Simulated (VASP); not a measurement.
A run of VASP 6.6.1:

Contents of POSCAR:

```
Ba2CuHgO4
1.0
    3.8814116736      0.0000000000      0.0000000000
    0.0000000000      3.8814116736      0.0000000000
    0.0000000000      0.0000000000      9.6582295002
Ba Cu Hg O
2 1 1 4
Direct
    0.5000000000      0.5000000000      0.6961635919
    0.5000000000      0.5000000000      0.3038364081
    0.0000000000      0.0000000000      0.5000000000
    0.0000000000      0.0000000000      0.0000000000
    0.0000000000      0.0000000000      0.7952718532
    0.0000000000      0.0000000000      0.2047281468
    0.0000000000      0.5000000000      0.5000000000
    0.5000000000      0.0000000000      0.5000000000
```

Contents of INCAR.step1:

```
SYSTEM = Ba2CuHgO4
PREC = Accurate ; ENCUT = 660
ISMEAR = 0 ; SIGMA = 0.1
LREAL = .FALSE. ; LASPH = .TRUE.
NELM = 200 ; ISPIN = 2
MAGMOM = 0 0 0.13 0 0 0 0.02 0.02 ; LMAXMIX = 4
NBANDS = 48 ; GGA = PE
ALGO = Normal ; EDIFF = 1E-5
LWAVE = .TRUE. ; LCHARG = .FALSE.
GGA_COMPAT = .FALSE. ; KPAR = 4
```

The input INCAR.step2:

```
SYSTEM = Ba2CuHgO4
PREC = Accurate ; ENCUT = 660
EDIFF = 1E-6 ; ISMEAR = 0
SIGMA = 0.1 ; LREAL = .FALSE.
LASPH = .TRUE. ; NELM = 200
ALGO = Normal ; ISIF = 2
LWAVE = .FALSE. ; LCHARG = .FALSE.
ISPIN = 2 ; MAGMOM = 0 0 0.13 0 0 0 0.02 0.02
LORBIT = 11 ; LMAXMIX = 4
METAGGA = R2SCAN ; LMIXTAU = .TRUE.
NBANDS = 48 ; ISTART = 1
GGA_COMPAT = .FALSE. ; KPAR = 4
```

KPOINTS

```
Automatic mesh
0
G
  10 10 4
  0 0 0
```

Potentials or basis: VASP PAW PBE potentials, release 64 (Ba_sv, Cu, Hg, O).

Launch:

```bash
$ cat potpaw_PBE.64/Ba_sv/POTCAR potpaw_PBE.64/Cu/POTCAR potpaw_PBE.64/Hg/POTCAR potpaw_PBE.64/O/POTCAR > POTCAR
$ cp INCAR.step1 INCAR
$ mpirun -np 4 vasp_std > vasp.out
$ cp INCAR.step2 INCAR
$ mpirun -np 4 vasp_std > vasp.out
```

Hardware: 4 MPI ranks on Intel(R) Xeon(R) 6975P-C (Granite Rapids) (shared host).

Q: Estimate the wall time of this run.

A: Wall time 13 min on 4 MPI ranks on Intel(R) Xeon(R) 6975P-C (Granite Rapids), with other jobs on the host, peak memory 1.1 GiB a rank. Counts: k points 63.
